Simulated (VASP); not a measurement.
A run of VASP 6.6.1:

INCAR

```
ALGO = Normal
EDIFF = 1E-6
ENCUT = 520
GGA = PS
ISIF = 2
ISMEAR = -1
LASPH = True
LCHARG = False
LREAL = False
LWAVE = False
NBANDS = 24
NELM = 100
PREC = Accurate
SIGMA = 0.1
```

The input KPOINTS:

```
k-points
0
Gamma
  9 9 12
```

Contents of POSCAR:

```
Y
1.0
    5.5574586536      0.0000000000      0.0000000000
   -2.7787293268      4.8129003745      0.0000000000
    0.0000000000      0.0000000000      3.4692240160
Y
3
Direct
    0.0000000000      0.0000000000      0.0000000000
    0.3333333333      0.6666666667      0.5000000000
    0.6666666667      0.3333333333      0.5000000000
```

Potentials or basis: VASP PAW PBE potentials, release 64 (Y_sv).

Launch:

```bash
$ cat potpaw_PBE.64/Y_sv/POTCAR > POTCAR
$ mpirun -np 1 vasp_std > vasp.out
```

Hardware: 1 thread of AMD EPYC 7R13 Processor (Zen 3) (shared host).

Q: Estimate the wall time of this run.

A: Run time: 120 s on 1 thread of AMD EPYC 7R13 Processor (Zen 3) (shared host), peak memory 0.29 GiB. Counts: scf iterations 12, k points 84.
